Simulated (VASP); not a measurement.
# Al2Cu (P4/mmm) in VASP: further runs, part 2 of 2

VASP 6.6.1. Earlier steps stand in the parts before.

### 4 Single point, PBEsol (strain -0.030 along x and y, +0.030 along z)

INCAR

```
SYSTEM = Al2Cu
ALGO = Fast
EDIFF = 1E-6
ENCUT = 520
GGA = PS
ISIF = 2
ISMEAR = 0
LASPH = .True.
LCHARG = .False.
LREAL = .False.
LWAVE = .False.
NBANDS = 16
NELM = 80
PREC = Accurate
SIGMA = 0.15
```

KPOINTS

```
k-points
0
Gamma
  12 12 16
  0 0 0
```

POSCAR

```
Al2Cu
1.0
    3.9616470306      0.0000000000      0.0000000000
    0.0000000000      3.9616470306      0.0000000000
    0.0000000000      0.0000000000      2.9317865938
Al Cu
2 1
Direct
    0.5000000000      0.0000000000      0.5000000000
    0.0000000000      0.5000000000      0.5000000000
    0.0000000000      0.0000000000      0.0000000000
```

Potentials or basis: VASP PAW PBE potentials, release 64 (Al, Cu).

Started as:

```bash
> cat potpaw_PBE.64/Al/POTCAR potpaw_PBE.64/Cu/POTCAR > POTCAR
> mpirun -np 1 vasp_std > vasp.out
```

OUTCAR:

```text
SYSTEM = Al2Cu
   EDIFF = 1E-6
   ENCUT = 520
   GGA = PS
   ISIF = 2
   ISMEAR = 0
   LASPH = .True.
   LREAL = .False.
   NELM = 80
   PREC = Accurate

 ion  position               nearest neighbor table
   1  0.500  0.000  0.500-   3 2.46   3 2.46   3 2.46   3 2.46   2 2.80   2 2.80   2 2.80   2 2.80

   2  0.000  0.500  0.500-   3 2.46   3 2.46   3 2.46   3 2.46   1 2.80   1 2.80   1 2.80   1 2.80

   3  0.000  0.000  0.000-   1 2.46   2 2.46   1 2.46   2 2.46   2 2.46   2 2.46   1 2.46   1 2.46
[... 655 lines left out ...]

  FORCE on cell =-STRESS in cart. coord.  units (eV):
  Direction    XX          YY          ZZ          XY          YZ          ZX
  --------------------------------------------------------------------------------------
  -------------------------------------------------------------------------------------
  Total        1.6321487      1.6321487     -0.0348893      0.0000000     -0.0000000      0.0000000
  in kB       56.8311421     56.8311421     -1.2148398      0.0000000     -0.0000000      0.0000000
  external PRESSURE =      37.4824815 kB  Pullay stress =       0.0000000 kB

 VOLUME and BASIS-vectors are now :
 -----------------------------------------------------------------------------
  energy-cutoff  :      520.00
  volume of cell :       46.01
      direct lattice vectors                 reciprocal lattice vectors
     3.961647031  0.000000000  0.000000000     0.252420267  0.000000000  0.000000000
     0.000000000  3.961647031  0.000000000     0.000000000  0.252420267  0.000000000
     0.000000000  0.000000000  2.931786594     0.000000000  0.000000000  0.341088946

 POSITION                                       TOTAL-FORCE (eV/Angst)
 -----------------------------------------------------------------------------------
      1.98082      0.00000      1.46589         0.000000      0.000000      0.000000
      0.00000      1.98082      1.46589         0.000000      0.000000      0.000000
      0.00000      0.00000      0.00000         0.000000      0.000000      0.000000
 -----------------------------------------------------------------------------------
    total drift:                                0.000000      0.000000      0.000000

  FREE ENERGIE OF THE ION-ELECTRON SYSTEM (eV)
  ---------------------------------------------------
  free  energy   TOTEN  =       -12.5145601168 eV

  energy  without entropy=      -12.5048309433  energy(sigma->0) =      -12.50969553
```

OSZICAR:

```text
N       E                     dE             d eps       ncg     rms          rms(c)
DAV:   1     0.618418885722E+02    0.61842E+02   -0.69601E+03  8112   0.113E+03
DAV:   2    -0.122601192087E+02   -0.74102E+02   -0.65955E+02  8552   0.206E+02
DAV:   3    -0.148946901390E+02   -0.26346E+01   -0.25736E+01 11016   0.433E+01
DAV:   4    -0.149524512611E+02   -0.57761E-01   -0.57738E-01  9728   0.544E+00
DAV:   5    -0.149552533813E+02   -0.28021E-02   -0.28021E-02 12696   0.134E+00    0.147E+01
RMM:   6    -0.166308260033E+02   -0.16756E+01   -0.36106E+01 10103   0.927E+01    0.122E+01
RMM:   7    -0.125854018645E+02    0.40454E+01   -0.98809E+00  9163   0.514E+01    0.142E+00
RMM:   8    -0.125237339315E+02    0.61668E-01   -0.86027E-01  8808   0.146E+01    0.137E+00
RMM:   9    -0.125142237001E+02    0.95102E-02   -0.98055E-02  9687   0.411E+00    0.432E-01
RMM:  10    -0.125158979833E+02   -0.16743E-02   -0.39720E-02 10329   0.262E+00    0.414E-01
RMM:  11    -0.125141580757E+02    0.17399E-02   -0.11477E-02 10512   0.137E+00    0.717E-02
RMM:  12    -0.125145157557E+02   -0.35768E-03   -0.37618E-03 11943   0.468E-01    0.552E-02
RMM:  13    -0.125152916066E+02   -0.77585E-03   -0.18877E-03 10167   0.581E-01    0.191E-01
RMM:  14    -0.125145405085E+02    0.75110E-03   -0.11038E-03  9646   0.507E-01    0.289E-02
RMM:  15    -0.125145607870E+02   -0.20279E-04   -0.20292E-04 11380   0.988E-02    0.295E-02
RMM:  16    -0.125145644889E+02   -0.37018E-05   -0.38648E-05 11570   0.451E-02    0.381E-02
RMM:  17    -0.125145600337E+02    0.44552E-05   -0.56431E-06  9383   0.193E-02    0.229E-02
RMM:  18    -0.125145601168E+02   -0.83138E-07   -0.13240E-06  7740   0.124E-02
   1 F= -.12514560E+02 E0= -.12509696E+02  d E =-.972917E-02
```

It took 2.2 min on 1 thread of Intel Xeon Platinum 8375C at 2.90GHz (Ice Lake), shared host; peak memory 0.29 GiB.

What came out:

```yaml
Free_energy: -12.5146 eV
Pressure: 3.7 GPa
```

Caveat: the cell differs from its parent crystal (strain -0.030 along x and y, +0.030 along z); the PAW data sets were made with another functional, which shifts forces and pressure a little.

### 5 Single point, PBEsol (strain +0.000 along x and y, -0.030 along z)

INCAR

```
PREC = Accurate
ENCUT = 520
EDIFF = 1E-6
ISMEAR = 0
SIGMA = 0.15
LREAL = F
LASPH = T
NELM = 80
ALGO = Fast
ISIF = 2
LWAVE = F
LCHARG = F
GGA = PS
NBANDS = 16
```

KPOINTS

```
regular mesh
0
Gamma
  12 12 16
```

POSCAR

```
Al2Cu
1.0
    4.0841721965      0.0000000000      0.0000000000
    0.0000000000      4.0841721965      0.0000000000
    0.0000000000      0.0000000000      2.7610029088
Al Cu
2 1
Direct
    0.5000000000      0.0000000000      0.5000000000
    0.0000000000      0.5000000000      0.5000000000
    0.0000000000      0.0000000000      0.0000000000
```

Started as:

```bash
> cat potpaw_PBE.64/Al/POTCAR potpaw_PBE.64/Cu/POTCAR > POTCAR
> mpirun -np 1 vasp_std > vasp.out
```

It took 2.1 min on 1 thread of Intel Xeon Platinum 8375C at 2.90GHz (Ice Lake), shared host; peak memory 0.29 GiB.

The run converged. Its results:

```yaml
Free_energy: -12.5473 eV
Pressure: 3.4 GPa
```

Stress tensor (GPa, compression positive):
```
2.28 0.00 0.00
0.00 2.28 0.00
0.00 0.00 5.74
```

Levels at points of the mesh, in eV from the Fermi level:
```
           k point  band 5  band 6  band 7  band 8  band 9  band 10  band 11  band 12  band 13  band 14
(0.00, 0.00, 0.00)   -4.21   -4.21   -2.70   -2.70   -0.25     0.67     5.95     5.95     6.91     7.22
(0.50, 0.00, 0.00)   -4.63   -4.24   -4.21   -1.41    1.41     1.50     1.72     8.18     8.59     9.43
(0.50, 0.50, 0.00)   -4.66   -4.53   -4.23   -4.23   -2.59     8.52     8.52     9.80     9.97    10.43
(0.00, 0.00, 0.50)   -5.05   -4.30   -2.98    2.36    2.64     2.64     2.82     2.82     3.23     4.18
(0.50, 0.00, 0.50)   -4.39   -4.38   -3.23   -2.39   -1.51     3.90     3.90     4.66     5.28     6.01
(0.50, 0.50, 0.50)   -4.14   -3.50   -2.44   -2.44   -0.69    -0.67     0.26     0.26     2.32    11.87
```

Caveat: the cell differs from its parent crystal (strain +0.000 along x and y, -0.030 along z); the PAW data sets were made with another functional, which shifts forces and pressure a little.

### 6 Single point, PBEsol (strain -0.015 along x and y, +0.000 along z)

INCAR

```
PREC     = Accurate       # precision mode
ENCUT    = 520            # plane-wave cutoff, eV
EDIFF    = 1E-6           # SCF threshold, eV
ISMEAR   = 0              # smearing method
SIGMA    = 0.15           # smearing width, eV
LREAL    = F              # projectors in reciprocal space
LASPH    = T              # aspherical terms in the spheres
NELM     = 100            # most SCF steps
ALGO     = Fast           # electronic algorithm
ISIF     = 2              # what is computed and relaxed
LWAVE    = F              # write WAVECAR
LCHARG   = F              # write CHGCAR
GGA      = PS             # functional
NBANDS   = 16             # bands
```

KPOINTS is that of step 5.

POSCAR

```
Al2Cu
1.0
    4.0229096136      0.0000000000      0.0000000000
    0.0000000000      4.0229096136      0.0000000000
    0.0000000000      0.0000000000      2.8463947513
Al Cu
2 1
Direct
    0.5000000000      0.0000000000      0.5000000000
    0.0000000000      0.5000000000      0.5000000000
    0.0000000000      0.0000000000      0.0000000000
```

Potentials or basis: VASP PAW PBE potentials, release 64 (Al, Cu).

Started as:

```bash
> cat potpaw_PBE.64/Al/POTCAR potpaw_PBE.64/Cu/POTCAR > POTCAR
> mpirun -np 1 vasp_std > vasp.out
```

It took 2.1 min on 1 thread of Intel Xeon Platinum 8375C at 2.90GHz (Ice Lake), shared host; peak memory 0.29 GiB.

The run converged. Its results:

```yaml
Free_energy: -12.5513 eV
Pressure: 3.4 GPa
```

Stress tensor (GPa, compression positive):
```
4.18 0.00 0.00
0.00 4.18 0.00
0.00 0.00 1.82
```

Levels at points of the mesh, in eV from the Fermi level:
```tsv
k point	band 6	band 7	band 8	band 9	band 10	band 11	band 12	band 13
(0.00, 0.00, 0.00)	-4.21	-2.42	-2.42	0.19	0.91	6.16	6.54	6.54
(0.50, 0.00, 0.00)	-4.25	-4.21	-1.06	1.68	1.85	2.21	7.59	8.60
(0.50, 0.50, 0.00)	-4.34	-4.24	-4.24	-2.49	8.71	8.71	9.48	10.51
(0.00, 0.00, 0.50)	-4.21	-3.10	2.71	2.71	2.76	2.77	2.77	3.13
(0.50, 0.00, 0.50)	-4.28	-3.19	-2.54	-1.68	3.82	4.09	4.60	5.36
(0.50, 0.50, 0.50)	-3.63	-2.32	-2.32	-0.94	-0.88	0.14	0.14	2.35
```

Caveat: the cell differs from its parent crystal (strain -0.015 along x and y, +0.000 along z); the PAW data sets were made with another functional, which shifts forces and pressure a little.

### 7 The runs side by side

| cell | gap on the mesh (eV) | pressure (GPa) |
| --- | --- | --- |
| a = 3.962, b = 3.962, c = 2.889 Å, 3 atoms | none | 5.4 |
| a = 4.023, b = 4.023, c = 2.804 Å, 3 atoms | none | 5.1 |
| a = 3.962, b = 3.962, c = 2.932 Å, 3 atoms | none | 3.7 |
| a = 4.084, b = 4.084, c = 2.761 Å, 3 atoms | none | 3.4 |
| a = 4.023, b = 4.023, c = 2.846 Å, 3 atoms | none | 3.4 |

Alike in all rows: task single point; level PBEsol; potentials or basis VASP PAW PBE potentials, release 64 (Al, Cu); no spin polarisation; k mesh 12 × 12 × 16; cutoff (eV) 520; smearing gaussian 0.15 eV.

Caveats: the PAW data sets were made with another functional, which shifts forces and pressure a little.

Absolute energies hang on the potentials; compare differences alone.
